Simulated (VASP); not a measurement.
# Zn (Pm-3n) in VASP: single point with PBEsol

Aim: the single point of Zn with PBEsol.

Program: VASP 6.6.1. These are calculated values, not measurements. Logs are shortened: lines on timing, memory, paths and dates and some standing lists are left out, and cuts for length are marked.

### Step 1. The cell of the first run

Symmetry: Pm-3n, No. 223, cubic system. Conventional cell: a = 4.854 Å, b = 4.854 Å, c = 4.854 Å, α = 90.00°, β = 90.00°, γ = 90.00°. Within 3.6 Å of Zn (site symmetry m-3) lie 12 Zn at 2.71 Å. Zn (site symmetry -4m2) has 14 Zn at 2.43 to 2.97 Å within 3.2 Å.

### Step 2. Single point, PBEsol

The input, INCAR:

```
SYSTEM = Zn
PREC = Accurate ; ENCUT = 520
EDIFF = 1E-6 ; ISMEAR = -1
SIGMA = 0.1 ; LREAL = .FALSE.
LASPH = .TRUE. ; NELM = 100
ALGO = Normal ; ISIF = 2
LWAVE = .FALSE. ; LCHARG = .TRUE.
GGA = PS ; LELF = .TRUE.
LVHAR = .TRUE. ; NBANDS = 58
```

The input, KPOINTS:

```
Automatic mesh
0
G
  7 7 7
  0 0 0
```

The input, POSCAR:

```
Zn
1.0
    4.8535507746      0.0000000000      0.0000000000
    0.0000000000      4.8535507746      0.0000000000
    0.0000000000      0.0000000000      4.8535507746
Zn
8
Direct
    0.0000000000      1.0000000000      0.0000000000
    0.5000000000      0.5000000000      0.5000000000
    0.2500000000      0.0000000000      0.5000000000
    0.7500000000      1.0000000000      0.5000000000
    0.5000000000      0.2500000000      1.0000000000
    0.5000000000      0.7500000000      1.0000000000
    1.0000000000      0.5000000000      0.2500000000
    1.0000000000      0.5000000000      0.7500000000
```

Potentials or basis: VASP PAW PBE potentials, release 64 (Zn).

On the command line:

```bash
$ cat potpaw_PBE.64/Zn/POTCAR > POTCAR
$ mpirun -np 1 vasp_std > vasp.out
```

OUTCAR:

```text
SYSTEM = Zn
   PREC = Accurate
   ENCUT = 520
   EDIFF = 1E-6
   ISMEAR = -1
   LREAL = .FALSE.
   LASPH = .TRUE.
   NELM = 100
   ISIF = 2
   GGA = PS

 ion  position               nearest neighbor table
   1  0.000  0.000  0.000-   3 2.71   4 2.71   5 2.71   6 2.71   7 2.71   8 2.71   3 2.71   4 2.71
                             7 2.71   8 2.71   5 2.71   6 2.71
   2  0.500  0.500  0.500-   3 2.71   4 2.71   5 2.71   6 2.71   7 2.71   8 2.71   5 2.71   6 2.71
                             3 2.71   4 2.71   7 2.71   8 2.71
   3  0.250  0.000  0.500-   4 2.43   4 2.43   1 2.71   1 2.71   2 2.71   2 2.71   8 2.97   5 2.97
                             5 2.97   6 2.97   6 2.97   7 2.97   8 2.97   7 2.97
   4  0.750  0.000  0.500-   3 2.43   3 2.43   1 2.71   1 2.71   2 2.71   2 2.71   8 2.97   5 2.97
                             5 2.97   6 2.97   6 2.97   7 2.97   8 2.97   7 2.97
   5  0.500  0.250  0.000-   6 2.43   6 2.43   1 2.71   2 2.71   2 2.71   1 2.71   8 2.97   4 2.97
                             3 2.97   4 2.97   3 2.97   7 2.97   7 2.97   8 2.97
   6  0.500  0.750  0.000-   5 2.43   5 2.43   1 2.71   2 2.71   2 2.71   1 2.71   8 2.97   4 2.97
                             3 2.97   4 2.97   3 2.97   7 2.97   7 2.97   8 2.97
   7  0.000  0.500  0.250-   8 2.43   8 2.43   1 2.71   2 2.71   1 2.71   2 2.71   3 2.97   4 2.97
                             5 2.97   3 2.97   4 2.97   6 2.97   5 2.97   6 2.97
   8  0.000  0.500  0.750-   7 2.43   7 2.43   1 2.71   2 2.71   1 2.71   2 2.71   3 2.97   4 2.97
                             5 2.97   3 2.97   4 2.97   6 2.97   5 2.97   6 2.97

  LATTYP: Found a simple cubic cell.
 ALAT       =     4.8535507746

  Lattice vectors:

 A1 = (   4.8535507746,   0.0000000000,   0.0000000000)
 A2 = (   0.0000000000,   4.8535507746,   0.0000000000)
 A3 = (   0.0000000000,   0.0000000000,   4.8535507746)

Analysis of symmetry for initial positions (statically):
=====================================================================
 Subroutine PRICEL returns:
 Original cell was already a primitive cell.

 Routine SETGRP: Setting up the symmetry group for a
 simple cubic supercell.

 Subroutine GETGRP returns: Found 48 space group operations
 (whereof 24 operations were pure point group operations)
 out of a pool of 48 trial point group operations.

The static configuration has the point symmetry T_h .
 The point group associated with its full space group is O_h .

Analysis of symmetry for dynamics (positions and initial velocities):
=====================================================================
 Subroutine PRICEL returns:
 Original cell was already a primitive cell.

 Routine SETGRP: Setting up the symmetry group for a
 simple cubic supercell.

 Subroutine GETGRP returns: Found 48 space group operations
 (whereof 24 operations were pure point group operations)
 out of a pool of 48 trial point group operations.

The dynamic configuration has the point symmetry T_h .
 The point group associated with its full space group is O_h .

 Subroutine INISYM returns: Found 48 space group operations
 (whereof 24 operations are pure point group operations),
 and found     1 'primitive' translations

----------------------------------------------------------------------------------------

                                     Primitive cell

  volume of cell :     114.3349

  direct lattice vectors                    reciprocal lattice vectors
     4.853550775  0.000000000  0.000000000     0.206034725  0.000000000  0.000000000
     0.000000000  4.853550775  0.000000000     0.000000000  0.206034725  0.000000000
     0.000000000  0.000000000  4.853550775     0.000000000  0.000000000  0.206034725

  length of vectors
     4.853550775  4.853550775  4.853550775     0.206034725  0.206034725  0.206034725

  position of ions in fractional coordinates (direct lattice)
     0.000000000  0.000000000  0.000000000
     0.500000000  0.500000000  0.500000000
     0.250000000  0.000000000  0.500000000
     0.750000000  0.000000000  0.500000000
     0.500000000  0.250000000  0.000000000
     0.500000000  0.750000000  0.000000000
     0.000000000  0.500000000  0.250000000
     0.000000000  0.500000000  0.750000000

  ion indices of the primitive-cell ions
   primitive index   ion index
                 1           1
                 2           2
                 3           3
                 4           4
                 5           5
                 6           6
                 7           7
                 8           8

----------------------------------------------------------------------------------------

 KPOINTS: Automatic mesh

Automatic generation of k-mesh.
 Grid dimensions read from file:
 generate k-points for:    7    7    7

 Generating k-lattice:

  Cartesian coordinates                     Fractional coordinates (reciprocal lattice)
     0.029433532  0.000000000  0.000000000     0.142857143  0.000000000  0.000000000
     0.000000000  0.029433532  0.000000000     0.000000000  0.142857143  0.000000000
     0.000000000  0.000000000  0.029433532     0.000000000  0.000000000  0.142857143

  Length of vectors
     0.029433532  0.029433532  0.029433532

  Shift w.r.t. Gamma in fractional coordinates (k-lattice)
     0.000000000  0.000000000  0.000000000

 Subroutine IBZKPT returns following result:
 ===========================================

 Found     20 irreducible k-points:

 Following reciprocal coordinates:
            Coordinates               Weight
  0.000000  0.000000  0.000000      1.000000
  0.142857  0.000000  0.000000      6.000000
  0.285714  0.000000  0.000000      6.000000
  0.428571  0.000000  0.000000      6.000000
  0.142857  0.142857  0.000000     12.000000
  0.285714  0.142857  0.000000     24.000000
[... 12 lines left out ...]
  0.428571  0.428571  0.285714     24.000000
  0.428571  0.428571  0.428571      8.000000
   k-points           NKPTS =     20   k-points in BZ     NKDIM =     20   number of bands    NBANDS=     58
   number of dos      NEDOS =    301   number of ions     NIONS =      8
   total plane-waves  NPLWV =  46656
   dimension x,y,z NGX =    36 NGY =   36 NGZ =   36
   dimension x,y,z NGXF=    72 NGYF=   72 NGZF=   72
   ions per type =               8
   NGX,Y,Z   is equivalent  to a cutoff of  12.33, 12.33, 12.33 a.u.
   NGXF,Y,Z  is equivalent  to a cutoff of  24.66, 24.66, 24.66 a.u.
 SYSTEM =  Zn
   PREC   = accura    normal or accurate (medium, high low for compatibility)
   ISTART =      0    job   : 0-new  1-cont  2-samecut
   ICHARG =      2    charge: 1-file 2-atom 10-const
   ISPIN  =      1    spin polarized calculation?
   LNONCOLLINEAR =      F non collinear calculations
   LSORBIT =      F    spin-orbit coupling
   LASPH  =      T    aspherical Exc in radial PAW
   ENCUT  =  520.0 eV  38.22 Ry    6.18 a.u.   9.02  9.02  9.02*2*pi/ulx,y,z
   NELM   =    100;   NELMIN=  2; NELMDL= -5     # of ELM steps
   EDIFF  = 0.1E-05   stopping-criterion for ELM
   LREAL  =      F    real-space projection
   EDIFFG = 0.1E-04   stopping-criterion for IOM
   NSW    =      0    number of steps for IOM
   IBRION =     -1    ionic relax: 0-MD 1-quasi-New 2-CG
   NFREE  =      0    steps in history (QN), initial steepest desc. (CG)
   ISIF   =      2    stress and relaxation
   ISYM   =      2    0-nonsym 1-usesym 2-fastsym
   POTIM  = 0.5000    time-step for ionic-motion
   TEBEG  =    0.0;   TEEND  =   0.0 temperature during run
   PSTRESS=    0.0 pullay stress
   NELECT =      96.0000    total number of electrons
   NUPDOWN=      -1.0000    fix difference up-down
   EMIN   =  10.00;   EMAX   =-10.00  energy-range for DOS
   EFERMI =   0.00;   METHOD = LEGACY
   ISMEAR =    -1;   SIGMA  =   0.10  broadening in eV -4-tet -1-fermi 0-gaus
   EFERMI_NEDOS =   21; number of points for ismear=-14 and -15
   IALGO  =     38    algorithm
   IMIX   =      4    mixing-type and parameters
     AMIX     =   0.40;   BMIX     =  1.00
     AMIX_MAG =   1.60;   BMIX_MAG =  1.00
  volume/ion in A,a.u.               =      14.29        96.45
  Fermi-wavevector in a.u.,A,eV,Ry     =   1.544445  2.918577 32.454100  2.385309
  Thomas-Fermi vector in A             =   2.649965
   LORBIT       =      0    0 simple, 1 ext, 2 COOP (PROOUT), +10 PAW based schemes
   GGA     = PS    functional components
   LHFCALC =     F    Hartree Fock is set to
   AEXX    =    0.0000 exact exchange contribution
   IVDW    =     0    specifies the selected vdW correction
   LEPSILON=     F    determine dielectric tensor
   LRPA    =     F    only Hartree local field effects (RPA)
 non-spin polarized calculation
  energy-cutoff  :      520.00
  volume of cell :      114.33
 maximum number of plane-waves:      3096
   NGX = 19   NGY = 19   NGZ = 19

 number of electron      96.0000170 magnetization

 Free energy of the ion-electron system (eV)
  ---------------------------------------------------
  ext. energy  EPLUGINS =         0.00000000
  ---------------------------------------------------
  free energy    TOTEN  =       -12.39538920 eV

  energy without entropy =      -12.32118451  energy(sigma->0) =      -12.35828685

 E-fermi :   3.2357     XC(G=0): -12.0326

 val. band max:        3.1626431209   @ k =   0.1429   0.1429   0.1429
 cond. band min:       3.2571690155   @ k =   0.4286   0.1429   0.1429
 fundamental gap:      0.0945258946
 Fermi energy:         3.2357119118

 k-point     1 :       0.0000    0.0000    0.0000
  band No.  band energies     occupation
      1      -7.5310      2.00000
      2      -5.4325      2.00000
      3      -5.4325      2.00000
      4      -5.0340      2.00000
      5      -4.9325      2.00000
      6      -4.9325      2.00000
[... 50 lines left out ...]
     57       7.1086      0.00000
     58       7.1086      0.00000

 k-point     2 :       0.1429    0.0000    0.0000
  band No.  band energies     occupation
      1      -7.3970      2.00000
      2      -5.4467      2.00000
      3      -5.3770      2.00000
      4      -5.0625      2.00000
      5      -5.0175      2.00000
      6      -4.9254      2.00000
[... 1093 lines left out ...]
      2      -5.0022      2.00000
      3      -5.0022      2.00000
      4      -4.9406      2.00000
      5      -4.9406      2.00000
      6      -4.9399      2.00000
[... 50 lines left out ...]
     57      10.2616      0.00000
     58      10.9964      0.00000

------------------------ aborting loop because EDIFF is reached ----------------------------------------

  FORCE on cell =-STRESS in cart. coord.  units (eV):
  Direction    XX          YY          ZZ          XY          YZ          ZX
  --------------------------------------------------------------------------------------
  -------------------------------------------------------------------------------------
  Total        0.5878350      0.5878350      0.5878350      0.0000000     -0.0000000     -0.0000000
  in kB        8.2373455      8.2373455      8.2373455      0.0000000     -0.0000000     -0.0000000
  external PRESSURE =       8.2373455 kB  Pullay stress =       0.0000000 kB

 VOLUME and BASIS-vectors are now :
 -----------------------------------------------------------------------------
  energy-cutoff  :      520.00
  volume of cell :      114.33
      direct lattice vectors                 reciprocal lattice vectors
     4.853550775  0.000000000  0.000000000     0.206034725  0.000000000  0.000000000
     0.000000000  4.853550775  0.000000000     0.000000000  0.206034725  0.000000000
     0.000000000  0.000000000  4.853550775     0.000000000  0.000000000  0.206034725

 POSITION                                       TOTAL-FORCE (eV/Angst)
 -----------------------------------------------------------------------------------
      0.00000      0.00000      0.00000        -0.000000     -0.000000      0.000000
      2.42678      2.42678      2.42678        -0.000000     -0.000000      0.000000
      1.21339      0.00000      2.42678         0.000000      0.000000     -0.000000
      3.64016      0.00000      2.42678        -0.000000     -0.000000      0.000000
      2.42678      1.21339      0.00000        -0.000000     -0.000000     -0.000000
      2.42678      3.64016      0.00000        -0.000000      0.000000      0.000000
      0.00000      2.42678      1.21339         0.000000      0.000000      0.000000
      0.00000      2.42678      3.64016         0.000000      0.000000      0.000000
 -----------------------------------------------------------------------------------
    total drift:                                0.000000      0.000000     -0.000000

  FREE ENERGIE OF THE ION-ELECTRON SYSTEM (eV)
  ---------------------------------------------------
  free  energy   TOTEN  =       -12.3953891974 eV

  energy  without entropy=      -12.3211845089  energy(sigma->0) =      -12.35828685
```

Run time: 78 s. Hardware: 1 thread of Intel Xeon Platinum 8488C (Sapphire Rapids), shared host; peak memory 0.25 GiB.

What came out:

* Free energy: -12.3954 eV
* Pressure: 0.8 GPa
* Band gap on the k mesh: zero (band 48 reaches 5.28 eV, above the bottom of band 49 at 2.36 eV)

Caveat: the PAW data sets were made with another functional, which shifts forces and pressure a little.
